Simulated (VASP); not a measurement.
# Sb (Im-3m) in VASP: settings compared, part 2 of 2

VASP 6.6.1. The steps go on from the part before.

## (3) Relaxation of cell and atoms, revPBE

File INCAR:

```
ALGO     = Normal         # electronic algorithm
EDIFF    = 1E-7           # SCF threshold, eV
EDIFFG   = -0.01          # ionic threshold
ENCUT    = 600            # plane-wave cutoff, eV
GGA      = RE             # functional
IBRION   = 2              # ionic algorithm
ISIF     = 3              # what is computed and relaxed
ISMEAR   = -1             # smearing method
LASPH    = True           # aspherical terms in the spheres
LCHARG   = False          # write CHGCAR
LREAL    = False          # projectors in reciprocal space
LWAVE    = False          # write WAVECAR
NELM     = 60             # most SCF steps
NSW      = 60             # ionic steps
PREC     = Accurate       # precision mode
SIGMA    = 0.05           # smearing width, eV
```

File KPOINTS:

```
k-points
0
Gamma
  10 10 10
```

File POSCAR:

```
Sb
1.0
   -1.8713408863      1.8713408863      1.8713408863
    1.8713408863     -1.8713408863      1.8713408863
    1.8713408863      1.8713408863     -1.8713408863
Sb
1
Direct
    0.0000000000      0.0000000000      0.0000000000
```

Potentials or basis: VASP PAW PBE potentials, release 64 (Sb).

Command:

```bash
> cat potpaw_PBE.64/Sb/POTCAR > POTCAR
> mpirun -np 1 vasp_std > vasp.out
```

OUTCAR:

```text
EDIFF = 1E-7
   EDIFFG = -0.01
   ENCUT = 600
   GGA = RE
   IBRION = 2
   ISIF = 3
   ISMEAR = -1
   LASPH = True
   LREAL = False
   NELM = 60
   NSW = 60
   PREC = Accurate

 ion  position               nearest neighbor table
   1  0.000  0.000  0.000-

  LATTYP: Found a body centered cubic cell.
 ALAT       =     3.7426817726

  Lattice vectors:

 A1 = (  -1.8713408863,   1.8713408863,   1.8713408863)
 A2 = (   1.8713408863,  -1.8713408863,   1.8713408863)
 A3 = (   1.8713408863,   1.8713408863,  -1.8713408863)

Analysis of symmetry for initial positions (statically):
=====================================================================
 Subroutine PRICEL returns:
 Original cell was already a primitive cell.

 Routine SETGRP: Setting up the symmetry group for a
 body centered cubic supercell.

 Subroutine GETGRP returns: Found 48 space group operations
 (whereof 48 operations were pure point group operations)
 out of a pool of 48 trial point group operations.

The static configuration has the point symmetry O_h .

Analysis of symmetry for dynamics (positions and initial velocities):
=====================================================================
 Subroutine PRICEL returns:
 Original cell was already a primitive cell.

 Routine SETGRP: Setting up the symmetry group for a
[... 159 lines left out ...]
  --------------------------------------------------------------------------------------
  -------------------------------------------------------------------------------------
  Total        0.6510641      0.6510641      0.6510641      0.0000000      0.0000000     -0.0000000
  in kB       39.7938213     39.7938213     39.7938213      0.0000000      0.0000000     -0.0000000
  external PRESSURE =      39.7938213 kB  Pullay stress =       0.0000000 kB
[... 22 lines left out ...]
--------------------------------------- Ionic step        2  -------------------------------------------

 number of electron       5.0000000 magnetization

 E-fermi :   7.6791     XC(G=0):  -9.9100

 val. band max:        7.6113917482   @ k =   0.5000   0.5000   0.3000
 cond. band min:       7.6949958950   @ k =  -0.3000   0.4000   0.1000
 fundamental gap:      0.0836041468
 Fermi energy:         7.6791081227

 k-point     1 :       0.0000    0.0000    0.0000
  band No.  band energies     occupation
      1      -4.6479      2.00000
      2      12.7022      0.00000
      3      12.7022      0.00000
      4      12.7022      0.00000
      5      17.9594      0.00000
      6      17.9594      0.00000
[... 241 lines left out ...]
--------------------------------------- Ionic step        3  -------------------------------------------

 number of electron       4.9999999 magnetization

 Free energy of the ion-electron system (eV)
  ---------------------------------------------------
  ext. energy  EPLUGINS =         0.00000000
  ---------------------------------------------------
  free energy    TOTEN  =        -3.57473741 eV

  energy without entropy =       -3.56597366  energy(sigma->0) =       -3.57035553

 E-fermi :   8.0786     XC(G=0): -10.0492

 val. band max:        8.0428371159   @ k =   0.5000   0.5000   0.3000
 cond. band min:       8.0811437912   @ k =  -0.3000   0.4000   0.1000
 fundamental gap:      0.0383066753
 Fermi energy:         8.0785688315

 k-point     1 :       0.0000    0.0000    0.0000
  band No.  band energies     occupation
      1      -4.4850      2.00000
      2      13.3380      0.00000
      3      13.3380      0.00000
      4      13.3380      0.00000
      5      18.4755      0.00000
      6      18.4755      0.00000
[... 235 lines left out ...]
  FREE ENERGIE OF THE ION-ELECTRON SYSTEM (eV)
  ---------------------------------------------------
  free  energy   TOTEN  =        -3.5747374056 eV

  energy  without entropy=       -3.5659736599  energy(sigma->0) =       -3.57035553

 reached required accuracy - stopping structural energy minimisation
```

Run time: 11 s. Hardware: 1 thread of AMD EPYC 9R45 (Zen 5), shared host; peak memory 0.13 GiB.

What came out:

```yaml
Free_energy: -3.5747 eV
Relaxed_volume: 27.86 Å³/atom
Relaxed_cell: a = 3.308 Å, b = 3.308 Å, c = 3.308 Å, α = 109.47°, β = 109.47°, γ = 109.47°
Space_group_after_relaxing_to_0.05_Å: Im-3m (No. 229)
Energy_gained_by_relaxing: 19.3 meV/atom
Ionic_steps: 3
Pressure_after_relaxing: 0.0 GPa
```

Step by step:
| step | energy change (eV) | largest force (eV/Å) | pressure (GPa) | volume (Å³) |
| --- | --- | --- | --- | --- |
| 1 | 0.0000 | 0.0000 | 3.98 | 26.21 |
| 2 | -0.0144 | 0.0000 | -1.68 | 28.76 |
| 3 | -0.0193 | 0.0000 | 0.01 | 27.86 |

Final structure:
```cif
data_structure
_symmetry_space_group_name_H-M 'P 1'
_symmetry_Int_Tables_number 1
_cell_length_a 3.3077
_cell_length_b 3.3077
_cell_length_c 3.3077
_cell_angle_alpha 109.471
_cell_angle_beta 109.471
_cell_angle_gamma 109.471
_cell_volume 27.86
loop_
_atom_site_label
_atom_site_type_symbol
_atom_site_fract_x
_atom_site_fract_y
_atom_site_fract_z
_atom_site_occupancy
Sb1 Sb 0.00000 0.00000 0.00000 1
```

Caveat: the PAW data sets were made with another functional, which shifts forces and pressure a little; spin-orbit coupling is left out, which moves the levels of the heavy elements.

## (4) Relaxation of cell and atoms, r2SCAN

POSCAR is that of step 3.

File INCAR.step1:

```
SYSTEM = Sb
PREC     = Accurate       ! precision mode
ENCUT    = 600            ! plane-wave cutoff, eV
ISMEAR   = -1             ! smearing method
SIGMA    = 0.05           ! smearing width, eV
LREAL    = .False.        ! projectors in reciprocal space
LASPH    = .True.         ! aspherical terms in the spheres
NELM     = 60             ! most SCF steps
GGA      = PE             ! functional
ALGO     = Normal         ! electronic algorithm
EDIFF    = 1E-4           ! SCF threshold, eV
LWAVE    = .True.         ! write WAVECAR
LCHARG   = .False.        ! write CHGCAR
```

File INCAR.step2:

```
SYSTEM = Sb
PREC     = Accurate       ! precision mode
ENCUT    = 600            ! plane-wave cutoff, eV
EDIFF    = 1E-6           ! SCF threshold, eV
ISMEAR   = -1             ! smearing method
SIGMA    = 0.05           ! smearing width, eV
LREAL    = .False.        ! projectors in reciprocal space
LASPH    = .True.         ! aspherical terms in the spheres
NELM     = 60             ! most SCF steps
ALGO     = Normal         ! electronic algorithm
ISIF     = 3              ! what is computed and relaxed
LWAVE    = .False.        ! write WAVECAR
LCHARG   = .False.        ! write CHGCAR
METAGGA  = R2SCAN         ! meta-GGA
LMIXTAU  = .True.       
IBRION   = 2              ! ionic algorithm
NSW      = 60             ! ionic steps
EDIFFG   = -0.01          ! ionic threshold
ISTART   = 1
```

File KPOINTS:

```
regular mesh
0
Gamma
  10 10 10
  0 0 0
```

Command:

```bash
> cat potpaw_PBE.64/Sb/POTCAR > POTCAR
> cp INCAR.step1 INCAR
> mpirun -np 1 vasp_std > vasp.out
> cp INCAR.step2 INCAR
> mpirun -np 1 vasp_std > vasp.out
```

Run time: 54 s. Hardware: 1 thread of AMD EPYC 9R45 (Zen 5), shared host; peak memory 0.14 GiB.

Results (log left out):

* Free energy: -25.3378 eV
* Relaxed volume: 27.18 Å³/atom
* Relaxed cell: a = 3.281 Å, b = 3.281 Å, c = 3.281 Å, α = 109.47°, β = 109.47°, γ = 109.47°
* Space group after relaxing (to 0.05 Å): Im-3m (No. 229)
* Energy gained by relaxing: 7.0 meV/atom
* Ionic steps: 3
* Pressure after relaxing: 0.0 GPa

Step by step:
```
step  energy change (eV)  largest force (eV/Å)  pressure (GPa)  volume (Å³)
   1              0.0000                0.0000            2.42        26.21
   2             -0.0048                0.0000           -1.39        27.75
   3             -0.0070                0.0000            0.00        27.18
```

Final structure:
```yaml
crystal:
  lattice:
    - [-1.89402, 1.89402, 1.89402]
    - [1.89402, -1.89402, 1.89402]
    - [1.89402, 1.89402, -1.89402]
  atoms:
    - { symbol: Sb, position: [0.00000, 0.00000, 0.00000] }
```

Levels at points of the mesh, in eV from the Fermi level:
| k point | band 1 | band 2 | band 3 | band 4 | band 5 | band 6 |
| --- | --- | --- | --- | --- | --- | --- |
| (0.00, 0.00, 0.00) | -13.36 | 5.72 | 5.72 | 5.72 | 10.95 | 10.95 |
| (0.50, 0.00, 0.00) | -9.11 | -5.80 | 1.69 | 4.03 | 7.01 | 7.27 |
| (0.50, 0.50, 0.50) | -5.64 | -2.16 | -2.16 | -2.16 | 3.42 | 3.42 |

Caveat: the PAW data sets were made with another functional, which shifts forces and pressure a little; spin-orbit coupling is left out, which moves the levels of the heavy elements.

## (5) Single point, LDA

File INCAR:

```
SYSTEM = Sb
ALGO = Normal ; EDIFF = 1E-7
ENCUT = 520 ; ISIF = 2
ISMEAR = -1 ; LASPH = .True.
LCHARG = .False. ; LREAL = .False.
LWAVE = .False. ; NBANDS = 8
NELM = 80 ; PREC = Accurate
SIGMA = 0.05
```

File KPOINTS:

```
k-points
0
Gamma
  10 10 10
  0 0 0
```

POSCAR is that of step 4.

Potentials or basis: VASP PAW LDA potentials, release 64 (Sb).

Command:

```bash
> cat potpaw_LDA.64/Sb/POTCAR > POTCAR
> mpirun -np 1 vasp_std > vasp.out
```

It took 2.9 s on 1 thread of Intel Xeon 6975P-C (Granite Rapids), shared host; peak memory 0.12 GiB.

Results (log left out):

```yaml
Free_energy: -4.6126 eV
Pressure: -1.1 GPa
```

Levels at points of the mesh, in eV from the Fermi level:
```tsv
k point	band 1	band 2	band 3	band 4	band 5	band 6	band 7	band 8
(0.00, 0.00, 0.00)	-13.05	5.62	5.62	5.62	10.42	10.42	10.42	11.91
(0.50, 0.00, 0.00)	-8.89	-5.71	1.72	3.80	6.52	6.95	13.95	14.61
(0.50, 0.50, 0.50)	-5.55	-2.04	-2.04	-2.04	3.00	3.00	16.60	16.60
```

Caveat: spin-orbit coupling is left out, which moves the levels of the heavy elements.

## (6) The runs side by side

| task | level | potentials or basis | cell | cutoff (eV) | gap on the mesh (eV) | pressure (GPa) | relaxed volume (Å³/atom) |
| --- | --- | --- | --- | --- | --- | --- | --- |
| relaxation of cell and atoms | PBEsol | VASP PAW PBE potentials, release 64 (Sb) | relaxed | 600 | none | 0.0 | - |
| relaxation of cell and atoms | revPBE | VASP PAW PBE potentials, release 64 (Sb) | relaxed | 600 | none | 0.0 | 27.86 |
| relaxation of cell and atoms | r2SCAN | VASP PAW PBE potentials, release 64 (Sb) | relaxed | 600 | none | 0.0 | 27.18 |
| single point | LDA | VASP PAW LDA potentials, release 64 (Sb) | as given | 520 | none | -1.1 | - |

Alike in all rows: no spin polarisation; k mesh 10 × 10 × 10; smearing fermi-dirac 0.05 eV.

Caveats: spin-orbit coupling is left out, which moves the levels of the heavy elements; the PAW data sets were made with another functional, which shifts forces and pressure a little (some runs); the relaxation stopped at its first step, so nothing moved (some runs).

Absolute energies hang on the potentials; compare differences alone.
